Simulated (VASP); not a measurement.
Set up this calculation in VASP 6.6.1, as the native input.

```
Task                   : single point
Functional             : PBE
Potentials or basis    : VASP PAW PBE potentials, release 64 (C)
Cutoff                 : 520 eV
k mesh                 : 2 × 2 × 1
Occupations            : gaussian, width 0.02 eV
Spin                   : collinear spin
Starting moments       : [0.0, 0.0, 0.0, 0.0, 0.0, 0.0, 0.0, 0.0, 0.0, 0.0, 0.0, 0.0, 0.0, 0.0, 0.0, 0.0, 0.0, 0.0, 1.0] μB
Dipole correction      : no
Further INCAR settings : ALGO = Normal; EDIFF = 1e-06; NBANDS = 57; NELMDL = -8
```

The structure of C lies in POSCAR:

```
C
1.0
    7.3980000272     -0.0000000157      0.0000000000
   -3.6990000272      6.4068559843      0.0000000000
    0.0000000000      0.0000000000     13.0000000000
C
19
Direct
   -0.0041717786     -0.0020858893      0.0751736789
    0.2168742623      0.1084371311      0.0724154411
    0.0014946322      0.3339939950      0.0701937147
    0.2225346397      0.4443032456      0.0740016764
    0.0014946322      0.6675006372      0.0701937147
    0.2225346397      0.7782313941      0.0740016764
    0.3288677044     -0.0008659680      0.0757725691
    0.5512538807      0.1105160796      0.0853543037
    0.3288677044      0.3297336724      0.0757725691
    0.5512538807      0.4407378011      0.0853543037
    0.3336644276      0.6668322138      0.0779424869
    0.5561107656      0.7780553828      0.0845001716
    0.6663633523     -0.0002213221      0.0852096386
    0.8864704850      0.1104034218      0.0774208507
    0.6740668525      0.3370334262      0.0754334629
    0.8969999226      0.4484999613      0.0657826927
    0.6663633523      0.6665846744      0.0852096386
    0.8864704850      0.7760670632      0.0774208507
    0.6050787296      0.3025393648      0.1890004597
```

These files were run (other wordings do the same):

INCAR

```
  ALGO = Normal
  EDIFF = 1E-6
  ENCUT = 520
  GGA = PE
  GGA_COMPAT = F
  ISIF = 2
  ISMEAR = 0
  ISPIN = 2
  LASPH = T
  LCHARG = F
  LORBIT = 11
  LREAL = F
  LWAVE = F
  MAGMOM = 0 0 0 0 0 0 0 0 0 0 0 0 0 0 0 0 0 0 1
  NBANDS = 57
  NELM = 200
  NELMDL = -8
  PREC = Accurate
  SIGMA = 0.02
```

KPOINTS

```
k-points
0
Gamma
  2 2 1
```

Potentials or basis: VASP PAW PBE potentials, release 64 (C).

Launch:

```bash
$ cat potpaw_PBE.64/C/POTCAR > POTCAR
$ mpirun -np 1 vasp_std > vasp.out
```

It gave:

The largest force is 0.070 eV/Å, the net moment is -0.50 μB per cell and the site moments are C +0.00, -0.01, -0.00, +0.01, -0.02, -0.20 (each value once) μB. The valence electrons inside the program's atomic spheres are C 2.66, 2.67, 2.65, 2.61, 2.63, 2.64, 2.68, 2.19 (each value once).

Caveat: the k points lie up to 0.49 Å⁻¹ apart; there is no dipole correction, which matters where the two faces differ.

It took 10 min on 1 thread of Oxide Virtual Turin-like Processor (shared host), peak memory 0.87 GiB.
